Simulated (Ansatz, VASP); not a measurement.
One calculation of InSb3, two programs

```
CELL_PARAMETERS angstrom
5.05166 0.00000 0.00000
0.00000 5.05166 0.00000
0.00000 0.00000 4.47426
ATOMIC_POSITIONS crystal
In 0.00000 0.00000 0.00000
Sb 0.50000 0.00000 0.50000
Sb 0.00000 0.50000 0.50000
Sb 0.50000 0.50000 0.00000
```

Alike in both runs: task single point; functional PBEsol; k mesh 10 × 10 × 10; occupations gaussian, width 0.15 eV; no spin polarisation.

```csv
,VASP,Ansatz
version,VASP 6.6.1,Ansatz 0.2.0
potentials or method,"VASP PAW PBE potentials, release 64 (In_d, Sb), cutoff 520 eV","scalar-relativistic, plane waves, PAW"
valence electrons in the cell,28,58
```

```csv
,VASP,Ansatz,Ansatz less VASP
gap on the k mesh at the Fermi level (eV),none,none,-
pressure (GPa),-3.9,-3.9,+0.03
"traceless stress, the component that is largest in VASP (GPa)",-0.30,-0.30,-0.001
```

VASP's potentials were made for PBE, not for PBEsol, and Ansatz warns of the same on its side. A gap of «none» marks a metal or a gap that the smearing closes. The functional is the same, so the differences come from potentials, cutoffs and numerics. VASP's potentials hold 28 valence electrons a cell and Ansatz's 58, so a difference there can come from the potentials and not from the codes.

Spin-orbit coupling is off throughout.
